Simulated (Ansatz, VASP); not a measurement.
**Two plane-wave programs on C**

```
C
1.0
     2.51863    0.00000    0.00000
    -1.25931    2.18120    0.00000
     0.00000    0.00000    8.02287
C
8
Direct
  0.00000 0.00000 0.08709
  0.00000 0.00000 0.58709
  0.00000 0.00000 0.41291
  0.00000 0.00000 0.91291
  0.33333 0.66667 0.16009
  0.66667 0.33333 0.66009
  0.33333 0.66667 0.33991
  0.66667 0.33333 0.83991
```

Change from the starting cell: mode 21 frozen in at -0.048 Å, strain +e along z and -e/2 along x and y -0.0233.

Alike in both runs: task single point; functional LDA; k mesh 12 × 12 × 4; occupations gaussian, width 0.05 eV; no spin polarisation.

|  | VASP | Ansatz |
| --- | --- | --- |
| version | VASP 6.6.1 | Ansatz 0.2.0 |
| potentials or method | VASP PAW LDA potentials, release 64 (C), cutoff 520 eV | scalar-relativistic, plane waves, PAW |
| valence electrons in the cell | 32 | 32 |

|  | VASP | Ansatz | Ansatz less VASP |
| --- | --- | --- | --- |
| gap on the k mesh at the Fermi level (eV) | 3.43 | 3.44 | +0.012 |
| least direct gap on the mesh (eV) | 3.45 | 3.45 | 0.000 |
| pressure (GPa) | 8.1 | 6.5 | -1.65 |
| traceless stress, the component that is largest in VASP (GPa) | 44.50 | 44.02 | -0.476 |
| rms of the force components (eV/Å) | 2.511 | 2.498 | -0.0135 |

Ansatz warns that its potentials were made for another functional, while VASP's fit it. LDA's correlation is that of Perdew and Zunger in VASP and of Perdew and Wang (1992) in Ansatz. Atom by atom the forces differ by 0.014 eV/Å (rms over components).
